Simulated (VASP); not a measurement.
# Ag2PdO2 in VASP: a series of runs, part 2 of 2

VASP 6.6.1. Earlier steps stand in the parts before.

### 4 Single point, PBE

The input, INCAR:

```
PREC = Accurate ; ENCUT = 520
EDIFF = 1E-6 ; ISMEAR = -1
SIGMA = 0.05 ; LREAL = F
LASPH = T ; NELM = 60
ALGO = Normal ; ISIF = 2
LWAVE = F ; LCHARG = T
GGA = PE ; LELF = T
LVHAR = T ; NBANDS = 30
```

The input, KPOINTS:

```
regular mesh
0
Gamma
  4 3 3
```

The input, POSCAR:

```
Ag2PdO2
1.0
    3.8152720000      0.4204260000     -0.4958520000
   -0.1275460000      4.3559710000     -0.2919040000
   -0.1396730000      0.1029440000      4.6634380000
Pd O Ag
1 2 2
Direct
    0.6396246553      0.3098918215      0.4632360990
    0.5459379212      0.9302963203      0.8292733016
    0.7140320706      0.6836307696      0.2268956479
    0.0545042462      0.2178257771      0.0609188447
    0.1688190340      0.8221586092      0.4838264478
```

Potentials or basis: VASP PAW PBE potentials, release 64 (Pd, O, Ag).

Run with:

```sh
> cat potpaw_PBE.64/Pd/POTCAR potpaw_PBE.64/O/POTCAR potpaw_PBE.64/Ag/POTCAR > POTCAR
> mpirun -np 1 vasp_std > vasp.out
```

OUTCAR:

```text
PREC = Accurate
   ENCUT = 520
   EDIFF = 1E-6
   ISMEAR = -1
   LREAL = F
   LASPH = T
   NELM = 60
   ISIF = 2
   GGA = PE

 ion  position               nearest neighbor table
   1  0.640  0.310  0.463-   3 2.07   2 2.52   4 2.65   4 2.75   5 2.77   5 2.82   5 2.94   4 3.02
                             5 3.15
   2  0.546  0.930  0.829-   5 2.07   4 2.51   1 2.52   4 2.54
   3  0.714  0.684  0.227-   1 2.07   5 2.09   4 2.49   5 2.60
   4  0.055  0.218  0.061-   3 2.49   2 2.51   2 2.54   5 2.64   1 2.65   1 2.75   1 3.02   5 3.20
                             5 3.25
   5  0.169  0.822  0.484-   2 2.07   3 2.09   3 2.60   4 2.64   1 2.77   1 2.82   1 2.94   1 3.15
                             4 3.20   4 3.25

  LATTYP: Found a triclinic cell.
 ALAT       =     9.6385378291
 B/A-ratio  =     0.9562457264
 C/A-ratio  =     1.3782909075
 COS(alpha) =     0.0027401605
 COS(beta)  =     0.6230246112
 COS(gamma) =     0.7811386614

  Lattice vectors:

 A1 = (   7.7702170000,   0.7379080000,  -5.6551420000)
 A2 = (   7.5029980000,   5.1968230000,  -1.2836080000)
[... 175 lines left out ...]

 E-fermi :   4.6339     XC(G=0): -11.0263

 val. band max:        4.6269686087   @ k =   0.2500  -0.0000  -0.0000
 cond. band min:       4.6495923555   @ k =   0.0000  -0.3333   0.3333
 fundamental gap:      0.0226237468
 Fermi energy:         4.6338571075

 k-point     1 :       0.0000    0.0000    0.0000
  band No.  band energies     occupation
      1     -13.2448      2.00000
      2     -11.7789      2.00000
      3      -1.0926      2.00000
      4      -0.7818      2.00000
      5      -0.6383      2.00000
      6      -0.3759      2.00000
[... 616 lines left out ...]
     29      13.1441      0.00000
     30      15.0961      0.00000

------------------------ aborting loop because EDIFF is reached ----------------------------------------

  FORCE on cell =-STRESS in cart. coord.  units (eV):
  Direction    XX          YY          ZZ          XY          YZ          ZX
  --------------------------------------------------------------------------------------
  -------------------------------------------------------------------------------------
  Total       -1.3966663     -2.1544059      0.3309359     -0.5968243      0.1600237      0.8083355
  in kB      -28.8403852    -44.4872877      6.8336437    -12.3240900      3.3043998     16.6916803
  external PRESSURE =     -22.1646764 kB  Pullay stress =       0.0000000 kB

 VOLUME and BASIS-vectors are now :
 -----------------------------------------------------------------------------
  energy-cutoff  :      520.00
  volume of cell :       77.59
      direct lattice vectors                 reciprocal lattice vectors
     3.815272000  0.420426000 -0.495852000     0.262198961  0.008191509  0.007672204
    -0.127546000  4.355971000 -0.291904000    -0.025927208  0.228420837 -0.005818858
    -0.139673000  0.102944000  4.663438000     0.026256085  0.015168794  0.214885612

 POSITION                                       TOTAL-FORCE (eV/Angst)
 -----------------------------------------------------------------------------------
      2.33611      1.66648      1.75266        -0.111694      0.375438      1.008575
      1.84842      4.36724      3.32500        -0.356097      1.474074     -1.294444
      2.60534      3.30143      0.50451         0.319814     -1.374029      0.883056
      0.17166      0.97803      0.19348         0.295898      0.210572     -1.583768
      0.47165      3.70208      1.93259        -0.147921     -0.686055      0.986581
 -----------------------------------------------------------------------------------
    total drift:                                0.000862     -0.000777      0.000311

  FREE ENERGIE OF THE ION-ELECTRON SYSTEM (eV)
  ---------------------------------------------------
  free  energy   TOTEN  =       -18.9045453995 eV

  energy  without entropy=      -18.8769574991  energy(sigma->0) =      -18.89075145
```

Wall time 53 s (1 thread of Oxide Virtual Turin-like, shared host); peak memory 0.17 GiB.

Results:

```yaml
Free_energy: -18.9045 eV
Pressure: -2.2 GPa
Largest_force: 1.994 eV/Å
Band_gap_on_the_k_mesh: zero (bands 22 and 23 overlap by 0.17 eV)
```

Forces on the atoms (eV/Å):
```
Pd  -0.112  0.375  1.009
O   -0.356  1.474 -1.294
O    0.320 -1.374  0.883
Ag   0.296  0.211 -1.584
Ag  -0.148 -0.686  0.987
```

Caveat: the k points lie up to 0.48 Å⁻¹ apart.

### 5 Molecular dynamics, PBE

The input, INCAR:

```
  PREC = Accurate
  ENCUT = 520
  EDIFF = 1E-5
  ISMEAR = -1
  SIGMA = 0.05
  LREAL = False
  LASPH = True
  NELM = 80
  ALGO = Normal
  ISIF = 2
  LWAVE = False
  LCHARG = True
  GGA = PE
  IBRION = 0
  NSW = 30
  POTIM = 1.5
  TEBEG = 900.0
  TEEND = 900.0
  ISYM = 0
  NELMIN = 4
  RANDOM_SEED = 240211 0 0
  MDALGO = 1
  ANDERSEN_PROB = 0.0
```

The input, KPOINTS:

```
Automatic mesh
0
Gamma
  4 3 3
```

The input, POSCAR:

```
Ag2PdO2
1.0
    3.8152720000      0.4204260000     -0.4958520000
   -0.1275460000      4.3559710000     -0.2919040000
   -0.1396730000      0.1029440000      4.6634380000
Pd O Ag
1 2 2
Direct
    0.6322050000      0.2849840000      0.4782590000
    0.5519600000      0.9775580000      0.9035940000
    0.7134330000      0.6793570000      0.1541470000
    0.0512490000      0.2409840000      0.0315560000
    0.1785900000      0.8171980000      0.4981350000
```

Potentials or basis: VASP PAW PBE potentials, release 64 (Pd, O, Ag).

Run with:

```sh
> cat potpaw_PBE.64/Pd/POTCAR potpaw_PBE.64/O/POTCAR potpaw_PBE.64/Ag/POTCAR > POTCAR
> mpirun -np 1 vasp_std > vasp.out
```

OUTCAR:

```text
PREC = Accurate
   ENCUT = 520
   EDIFF = 1E-5
   ISMEAR = -1
   LREAL = False
   LASPH = True
   NELM = 80
   ISIF = 2
   GGA = PE
   IBRION = 0
   NSW = 30
   POTIM = 1.5
   TEBEG = 900.0
   ISYM = 0
   NELMIN = 4

 ion  position               nearest neighbor table
   1  0.632  0.285  0.478-   3 2.41   2 2.52   5 2.79   5 2.80   5 2.82   4 2.82   4 2.83   4 2.83
                             5 3.27
   2  0.552  0.978  0.904-   3 1.79   4 2.31   5 2.32   4 2.32   1 2.52
   3  0.713  0.679  0.154-   2 1.79   5 2.32   4 2.32   1 2.41
   4  0.051  0.241  0.032-   2 2.31   2 2.32   3 2.32   1 2.82   1 2.83   1 2.83   5 2.88   5 3.11
                             5 3.27
   5  0.179  0.817  0.498-   2 2.32   3 2.32   1 2.79   1 2.80   1 2.82   4 2.88   4 3.11   1 3.27
                             4 3.27

IMPORTANT INFORMATION: All symmetrisations will be switched off!
NOSYMM: (Re-)initialisation of all symmetry stuff for point group C_1.
[... 292 lines left out ...]

 number of electron      44.0000005 magnetization

------------------------ aborting loop because EDIFF is reached ----------------------------------------
[... 93 lines left out ...]
--------------------------------------- Ionic step       30  -------------------------------------------

 number of electron      43.9999987 magnetization

 Free energy of the ion-electron system (eV)
  ---------------------------------------------------
  ext. energy  EPLUGINS =         0.00000000
  ---------------------------------------------------
  free energy    TOTEN  =       -19.67471850 eV

  energy without entropy =      -19.64885088  energy(sigma->0) =      -19.66178469

 E-fermi :   5.3248     XC(G=0): -10.8203

 val. band max:        5.2907621863   @ k =   0.5000  -0.0000  -0.0000
 cond. band min:       5.3794267752   @ k =  -0.2500   0.3333   0.3333
 fundamental gap:      0.0886645889
 Fermi energy:         5.3247866583

 k-point     1 :       0.0000    0.0000    0.0000
  band No.  band energies     occupation
      1     -14.4951      2.00000
      2     -12.7449      2.00000
      3      -2.5766      2.00000
      4      -2.3521      2.00000
      5      -1.6300      2.00000
      6      -0.3180      2.00000
[... 578 lines left out ...]
  ENERGY OF THE ELECTRON-ION-THERMOSTAT SYSTEM (eV)
  ---------------------------------------------------
% ion-electron   TOTEN  =       -19.674718  see above
  kinetic energy EKIN   =         1.625966
  kin. lattice  EKIN_LAT=         0.000000  (temperature 3144.74 K)
  nose potential ES     =         0.000000
  nose kinetic   EPS    =         0.000000
  ---------------------------------------------------
  total energy   ETOTAL =       -18.048753 eV
```

OSZICAR:

```text
N       E                     dE             d eps       ncg     rms          rms(c)
DAV:   1     0.314261205479E+03    0.31426E+03   -0.23416E+04   988   0.165E+03
DAV:   2    -0.118480850025E+01   -0.31545E+03   -0.30666E+03  1136   0.370E+02
DAV:   3    -0.211198634763E+02   -0.19935E+02   -0.19321E+02  1204   0.892E+01
[... 184 lines left out ...]
DAV:   1    -0.196727073217E+02    0.69510E-02   -0.52132E-02  1020   0.584E+00    0.103E-01
DAV:   2    -0.196747184024E+02   -0.20111E-02   -0.21485E-02   988   0.132E+00    0.656E-02
DAV:   3    -0.196747174192E+02    0.98320E-06   -0.10250E-04  1170   0.786E-02    0.490E-02
DAV:   4    -0.196747184999E+02   -0.10807E-05   -0.13897E-05   524   0.343E-02
     30 T=  3145. E= -.18048753E+02 F= -.19674718E+02 E0= -.19661785E+02  EK= 0.16260E+01 SP= 0.00E+00 SK= 0.00E+00
```

CONTCAR:

```text
Ag2PdO2
   1.00000000000000
     3.8152720000000002    0.4204260000000000   -0.4958520000000000
    -0.1275460000000000    4.3559710000000003   -0.2919040000000000
    -0.1396730000000000    0.1029440000000000    4.6634380000000002
  Pd              O               Ag
     1     2     2
Direct
     0.6322862872277830    0.2754160304213767    0.4551806677871886
     0.4251783913704060    1.0882383163674130    0.7560776453568980
     0.8247938583126692    0.5518998703299307    0.2742288912608633
     0.0972906651893366    0.2711646399150369    0.0411881870947743
     0.1347554900215684    0.7989453863337049    0.5153406844538160

 -0.24792033E-02 -0.27492018E-02  0.38448309E-02
 -0.17939703E-02  0.23860025E-01 -0.13355333E-01
  0.12656516E-01  0.92990113E-02  0.33048006E-02
  0.62163960E-02  0.24591019E-02 -0.37585285E-02
 -0.53817085E-02 -0.46652662E-02  0.14560997E-02

           1
   1.50000000000000
  0.10000000E+01  0.00000000E+00  0.00000000E+00  0.00000000E+00
  0.63132169E+00  0.27453693E+00  0.45625977E+00
  0.42461230E+00  0.96599845E-01  0.75224508E+00
  0.82992394E+00  0.55456493E+00  0.27600417E+00
  0.99722525E-01  0.27179825E+00  0.40277486E-01
  0.13259831E+00  0.79754351E+00  0.51549192E+00
  0.00000000E+00  0.00000000E+00  0.00000000E+00
  0.00000000E+00  0.00000000E+00  0.00000000E+00
  0.00000000E+00  0.00000000E+00  0.00000000E+00
  0.00000000E+00  0.00000000E+00  0.00000000E+00
  0.00000000E+00  0.00000000E+00  0.00000000E+00
  0.00000000E+00  0.00000000E+00  0.00000000E+00
  0.00000000E+00  0.00000000E+00  0.00000000E+00
  0.00000000E+00  0.00000000E+00  0.00000000E+00
  0.00000000E+00  0.00000000E+00  0.00000000E+00
  0.00000000E+00  0.00000000E+00  0.00000000E+00
```

Wall time 6.7 min (1 thread of Oxide Virtual Turin-like, shared host); peak memory 0.22 GiB.

Step by step:
```
step  potential energy change (eV)  largest force (eV/Å)  pressure (GPa)  volume (Å³)  temperature (K)
   1                        0.0000                1.1962           -4.93        77.59              924
   2                       -0.0277                1.2768           -5.04        77.59              978
   3                       -0.0598                1.3877           -5.26        77.59             1040
   4                       -0.0975                1.5221           -5.31        77.59             1113
   5                       -0.1425                1.6736           -5.48        77.59             1200
   6                       -0.1967                1.8281           -5.56        77.59             1305
   7                       -0.2614                1.9701           -5.64        77.59             1430
   8                       -0.3375                2.0749           -5.65        77.59             1577
   9                       -0.4246                2.1465           -5.64        77.59             1746
  10                       -0.5220                2.1911           -5.48        77.59             1934
  11                       -0.6289                2.2134           -5.27        77.59             2140
  12                       -0.7439                2.2074           -4.86        77.59             2362
  13                       -0.8644                2.1548           -4.33        77.59             2594
  14                       -0.9848                2.0315           -3.60        77.59             2826
  15                       -1.0982                1.9370           -2.71        77.59             3044
  16                       -1.1972                2.1448           -1.47        77.59             3235
  17                       -1.2756                2.3607           -0.12        77.59             3386
  18                       -1.3284                2.5758            1.62        77.59             3487
  19                       -1.3530                2.7783            3.38        77.59             3535
  20                       -1.3492                3.0245            5.46        77.59             3528
  21                       -1.3204                3.5899            7.41        77.59             3473
  22                       -1.2730                4.2387            9.50        77.59             3382
  23                       -1.2169                4.9165           11.38        77.59             3275
  24                       -1.1638                5.5410           13.10        77.59             3174
  25                       -1.1254                6.0128           14.54        77.59             3100
  26                       -1.1097                6.2368           15.65        77.59             3070
  27                       -1.1174                6.1435           16.46        77.59             3084
  28                       -1.1393                5.7135           17.04        77.59             3123
  29                       -1.1579                4.9796           17.50        77.59             3157
  30                       -1.1530                4.0214           17.95        77.59             3145
```

Caveat: the k points lie up to 0.48 Å⁻¹ apart.

### 6 Summary

```tsv
task	cell	gap on the mesh (eV)	pressure (GPa)	largest force (eV/Å)
single point	as given, atomic positions A	none	-3.0	1.02
single point	as given, atomic positions B	none	-2.6	1.34
single point	as given, atomic positions C	none	-2.2	1.99
molecular dynamics	as given, atomic positions D	-	-	-
```

Alike in all rows: level PBE; potentials or basis VASP PAW PBE potentials, release 64 (Pd, O, Ag); no spin polarisation; k mesh 4 × 3 × 3; cutoff (eV) 520; smearing fermi-dirac 0.05 eV.

Caveats: all runs use coarse meshes.

Absolute energies hang on the potentials; compare differences alone.

The gap in the log of VASP goes by the Fermi energy; the results here count the filled bands.